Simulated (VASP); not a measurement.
# Cu: single point with LDA

The system is Cu.

```
Cu
1.0
     0.00000   -1.80750   -1.80750
     0.00000    1.80750   -1.80750
     3.61500    0.00000    0.00000
Cu
2
Direct
  0.50000 0.50000 0.51037
  0.00000 0.00000 0.98963
```

This cell differs from its parent crystal: atoms displaced along a vibrational mode.

| Quantity | Value |
| --- | --- |
| Program | VASP 6.6.1 |
| Task | single point |
| Functional | LDA |
| Potentials or basis | VASP PAW LDA potentials, release 64 (Cu) |
| Cutoff | 520 eV |
| k mesh | 18 × 18 × 14 |
| Occupations | gaussian, width 0.15 eV |
| Spin | no spin polarisation |
| Dipole correction | no |
| Further INCAR settings | ALGO = Fast; EDIFF = 1e-07; NBANDS = 18 |

The pressure is -11.2 GPa and the largest force is 0.426 eV/Å. The band gap on the k mesh is zero (bands 11 and 12 overlap by 7.82 eV).

Forces in eV/Å, atoms in the order of the input:
```
Cu  -0.426  0.000  0.000
Cu   0.426  0.000  0.000
```

Stress tensor (GPa, compression positive):
```
-11.44   0.00   0.00
  0.00 -11.07   0.00
  0.00   0.00 -11.07
```

Levels at points of the mesh, in eV from the Fermi level:
| k point | band 7 | band 8 | band 9 | band 10 | band 11 | band 12 | band 13 | band 14 | band 15 | band 16 |
| --- | --- | --- | --- | --- | --- | --- | --- | --- | --- | --- |
| (0.00, 0.00, 0.00) | -2.26 | -2.25 | -1.69 | -1.54 | -1.54 | 1.51 | 7.07 | 12.99 | 12.99 | 17.63 |
| (0.50, 0.00, 0.00) | -2.62 | -2.62 | -2.22 | -2.22 | -0.34 | -0.34 | 9.59 | 9.59 | 10.97 | 10.97 |
| (0.50, 0.50, 0.00) | -1.54 | -1.54 | -1.54 | -1.54 | 1.48 | 1.48 | 7.10 | 7.10 | 13.01 | 13.01 |
| (0.00, 0.00, 0.50) | -2.51 | -2.51 | -2.33 | -2.33 | -2.04 | -1.91 | 16.79 | 16.79 | 17.24 | 17.24 |
| (0.50, 0.00, 0.50) | -1.69 | -1.69 | -1.67 | -1.67 | -0.98 | -0.98 | 3.71 | 3.71 | 21.20 | 21.20 |
| (0.50, 0.50, 0.50) | -2.28 | -2.28 | -1.54 | -1.54 | 5.91 | 5.91 | 6.45 | 6.45 | 8.32 | 8.32 |

It took 110 s on 1 thread of Intel(R) Xeon(R) Platinum 8488C (Sapphire Rapids), with other jobs on the host, peak memory 0.24 GiB.

Caveat: the cell differs from its parent crystal (atoms displaced along a vibrational mode); the cell stands under tension.
